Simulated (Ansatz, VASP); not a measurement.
## BN: VASP beside Ansatz

The input INCAR:

```
SYSTEM = BN
PREC     = Accurate       ! precision mode
ENCUT    = 520            ! plane-wave cutoff, eV
EDIFF    = 1E-6           ! SCF threshold, eV
ISMEAR   = 0              ! smearing method
SIGMA    = 0.05           ! smearing width, eV
LREAL    = .False.        ! projectors in reciprocal space
LASPH    = .True.         ! aspherical terms in the spheres
NELM     = 80             ! most SCF steps
ALGO     = Normal         ! electronic algorithm
ISIF     = 2              ! what is computed and relaxed
LWAVE    = .False.        ! write WAVECAR
LCHARG   = .True.         ! write CHGCAR
GGA      = PE             ! functional
LELF     = .True.         ! ELF
LVHAR    = .True.       
NBANDS   = 11             ! bands
```

KPOINTS

```
regular mesh
0
Gamma
  12 12 12
  0 0 0
```

POSCAR

```
BN
1.0
    0.0000000000      1.7546890071      1.8196505311
    1.8196505311      0.0000000000      1.8196505311
    1.8196505311      1.7546890071      0.0000000000
B N
1 1
Direct
    0.0000000000      0.0000000000      0.0000000000
    0.7500000000      0.7500000000      0.7500000000
```

Input for Ansatz:

```yaml
crystal:
  lattice:
    - [0.0, 1.7546890071, 1.8196505311]
    - [1.8196505311, 0.0, 1.8196505311]
    - [1.8196505311, 1.7546890071, 0.0]
  atoms:
    - { symbol: B, position: [0.0, 0.0, 0.0] }
    - { symbol: "N", position: [0.75, 0.75, 0.75] }
basis:
  ecutwfc: 520.0
kpoints:
  mp_grid: { grid: [12, 12, 12] }
hamiltonian:
  xc: pbe
scf:
  occupations: { method: gaussian, width: 0.05 }
output:
  forces: true
  stress: true
  eigenvalues: true
```

Alike in both runs: task single point; functional PBE; k mesh 12 × 12 × 12; occupations gaussian, width 0.05 eV; no spin polarisation.

|  | VASP | Ansatz |
| --- | --- | --- |
| version | VASP 6.6.1 | Ansatz 0.2.0 |
| potentials or method | VASP PAW PBE potentials, release 64 (B, N), cutoff 520 eV | scalar-relativistic, plane waves, PAW |
| valence electrons in the cell | 8 | 8 |

|  | VASP | Ansatz | Ansatz less VASP |
| --- | --- | --- | --- |
| gap on the k mesh at the Fermi level (eV) | 3.84 | 3.85 | +0.012 |
| least direct gap on the mesh (eV) | 8.51 | 8.52 | +0.011 |
| pressure (GPa) | 9.7 | 9.5 | -0.27 |
| traceless stress, the component that is largest in VASP (GPa) | 14.36 | 14.35 | -0.007 |
